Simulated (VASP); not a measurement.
ZnS: single point with PBEsol

ZnS:

```xyz
2
Lattice="0.0000 2.7577 2.7577 2.7577 0.0000 2.7577 2.7577 2.7577 0.0000" Properties=species:S:1:pos:R:3 pbc="T T T"
Zn    0.0000    0.0000    0.0000
S     4.1365    4.1365    4.1365
```

This cell differs from its parent crystal: volume scaled by 1.06.

```
Program             : VASP 6.6.1
Task                : single point
Functional          : PBEsol
Potentials or basis : VASP PAW PBE potentials, release 64 (Zn, S)
Cutoff              : 520 eV
k mesh              : 9 × 9 × 9
Occupations         : fermi-dirac, width 0.01 eV
Spin                : no spin polarisation
```

| Item | Value |
| --- | --- |
| Pressure | -5.5 GPa |
| Band gap on the k mesh | 1.72 eV, direct |

Levels at points of the mesh, in eV from the valence-band top:
```
           k point  band 5  band 6  band 7  band 8  band 9  band 10  band 11  band 12  band 13  band 14
(0.00, 0.00, 0.00)   -5.71   -5.71    0.00    0.00    0.00     1.72     6.34     6.34     6.34    11.30
```

Wall time 24 s on 1 thread of Intel Xeon 6975P-C, with other jobs on the host, peak memory 0.17 GiB.

Caveat: the PAW data sets were made with another functional, which shifts forces and pressure a little.
